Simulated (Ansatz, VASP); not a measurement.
# MgO: VASP beside Ansatz

```
Mg O
1.0
     3.30284    0.00000    0.00000
    -1.65142    2.86034    0.00000
     0.00000    0.00000    5.02028
Mg O
2 2
Direct
  0.33333 0.66667 0.00371
  0.66667 0.33333 0.50371
  0.33333 0.66667 0.40089
  0.66667 0.33333 0.90089
```

Alike in both runs: functional PBEsol; k mesh 9 × 9 × 6; occupations gaussian, width 0.02 eV; no spin polarisation.

Ansatz relaxed the structure, and its values are those at the end. VASP's run is a single point on that final structure, the one shown.

|  | VASP | Ansatz |
| --- | --- | --- |
| version | VASP 6.6.1 | Ansatz 0.2.0 |
| potentials or method | VASP PAW PBE potentials, release 64 (Mg, O), cutoff 520 eV | scalar-relativistic, plane waves, PAW |
| valence electrons in the cell | 16 | 32 |

|  | VASP | Ansatz | Ansatz less VASP |
| --- | --- | --- | --- |
| gap on the k mesh at the Fermi level (eV) | 3.36 | 3.36 | 0.000 |
| least direct gap on the mesh (eV) | 3.36 | 3.36 | 0.000 |
| pressure (GPa) | -0.3 | 0.0 | +0.29 |

VASP's potentials were made for PBE, not for PBEsol. VASP's potentials hold 16 valence electrons a cell and Ansatz's 32, so a difference there can come from the potentials and not from the codes.
